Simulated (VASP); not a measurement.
**CuI (Marshite): single point with BLYP+D3(BJ)**

The system is CuI (Marshite).

```
I Cu
1.0
     0.00000    2.98908    2.98908
     2.98908    0.00000    2.98908
     2.98908    2.98908    0.00000
I Cu
1 1
Direct
  0.00000 0.00000 0.00000
  0.75000 0.75000 0.75000
```

```
Program                : VASP 6.6.1
Task                   : single point
Functional             : BLYP
Dispersion             : D3(BJ)
Potentials or basis    : VASP PAW PBE potentials, release 64 (I, Cu)
Cutoff                 : 520 eV
k mesh                 : 8 × 8 × 8
Occupations            : fermi-dirac, width 0.05 eV
Spin                   : no spin polarisation
Dipole correction      : no
Further INCAR settings : ALGO = Normal; EDIFF = 1e-06; NBANDS = 16
```

```yaml
Pressure: 0.3 GPa
Band_gap_on_the_k_mesh: 1.35 eV, direct
Dispersion_energy_per_atom: -0.814 eV
```

Levels at points of the mesh, in eV from the valence-band top:
```
           k point  band 5  band 6  band 7  band 8  band 9  band 10  band 11  band 12  band 13  band 14
(0.00, 0.00, 0.00)   -2.06   -2.06    0.00    0.00    0.00     1.35     4.94     4.94     4.94     8.37
(0.50, 0.00, 0.00)   -2.03   -2.03   -1.98   -0.78   -0.78     2.27     5.50     5.50     7.70     9.43
(0.50, 0.50, 0.00)   -2.08   -1.98   -1.97   -1.67   -1.67     2.81     2.96     9.60    10.04    10.04
```

It took 14 s on 1 thread of Intel(R) Xeon(R) 6975P-C (Granite Rapids), with other jobs on the host, peak memory 0.19 GiB.

Caveat: the PAW data sets were made with another functional, which shifts forces and pressure a little; spin-orbit coupling is left out, which moves the levels of the heavy elements.
